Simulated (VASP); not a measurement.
Here is a VASP 6.6.1 calculation.

INCAR

```
ALGO     = Normal         # electronic algorithm
EDIFF    = 1E-7           # SCF threshold, eV
EDIFFG   = -0.01          # ionic threshold
ENCUT    = 1350           # plane-wave cutoff, eV
GGA      = PE             # functional
GGA_COMPAT= False        
IBRION   = 2              # ionic algorithm
ISIF     = 3              # what is computed and relaxed
ISMEAR   = 0              # smearing method
LASPH    = True           # aspherical terms in the spheres
LCHARG   = False          # write CHGCAR
LREAL    = False          # projectors in reciprocal space
LWAVE    = False          # write WAVECAR
NELM     = 120            # most SCF steps
NELMIN   = 4            
NSW      = 100            # ionic steps
PREC     = Accurate       # precision mode
SIGMA    = 0.02           # smearing width, eV
```

File KPOINTS:

```
k-points
0
Gamma
  10 10 10
```

File POSCAR:

```
LiF
1.0
    0.0000000000      2.0356153832      2.0356153832
    2.0356153832      0.0000000000      2.0356153832
    2.0356153832      2.0356153832      0.0000000000
Li F
1 1
Direct
    0.5000000000      0.5000000000      0.5000000000
    0.0000000000      0.0000000000      0.0000000000
```

Potentials or basis: VASP PAW PBE potentials, release 64 (Li_sv, F_h).

Run with:

```sh
$ cat potpaw_PBE.64/Li_sv/POTCAR potpaw_PBE.64/F_h/POTCAR > POTCAR
$ mpirun -np 1 vasp_std > vasp.out
```

(1) Estimate the relaxed volume.

(2) Predict the space group after relaxing (to 0.1 Å).

(3) What does it give for the relaxed cell?

## Answers

(1) 8.32 Å³/atom.

(2) Fm-3m (No. 225).

(3) a = 2.865 Å, b = 2.865 Å, c = 2.865 Å, α = 60.00°, β = 60.00°, γ = 60.00°.
